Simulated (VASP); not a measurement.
Runs of VASP 6.6.1 on InP. The structure is that of space group I4/mmm (No. 139), or close to it. The cells are those of the table. 

| cell | gap on the mesh (eV) | pressure (GPa) |
| --- | --- | --- |
| a = 4.112, b = 4.112, c = 3.911 Å, angles 61.6, 61.6, 56.8°, 2 atoms | none | -7.2 |
| a = 3.931, b = 3.931, c = 4.661 Å, angles 53.6, 53.6, 72.7°, 2 atoms | none | (a) |
| a = 4.496, b = 4.496, c = 3.527 Å, angles 66.9, 66.9, 46.2°, 2 atoms | none | 7.6 |
| a = 4.012, b = 4.012, c = 4.093 Å, angles 59.3, 59.3, 61.3°, 2 atoms | none | -8.0 |

Alike in all rows: task single point; level PBEsol; potentials or basis VASP PAW PBE potentials, release 64 (In_d, P); no spin polarisation; k mesh 16 × 16 × 16; cutoff (eV) 520; smearing gaussian 0.15 eV.

Q: Fill in the values left out.

A: (a) 19.0.

Caveats: the PAW data sets were made with another functional, which shifts forces and pressure a little; spin-orbit coupling is left out, which moves the levels of the heavy elements.

A k mesh can miss the band edges, and the runs leave out spin-orbit coupling on In.

A gap of «none» marks levels without a gap at the run's occupations.
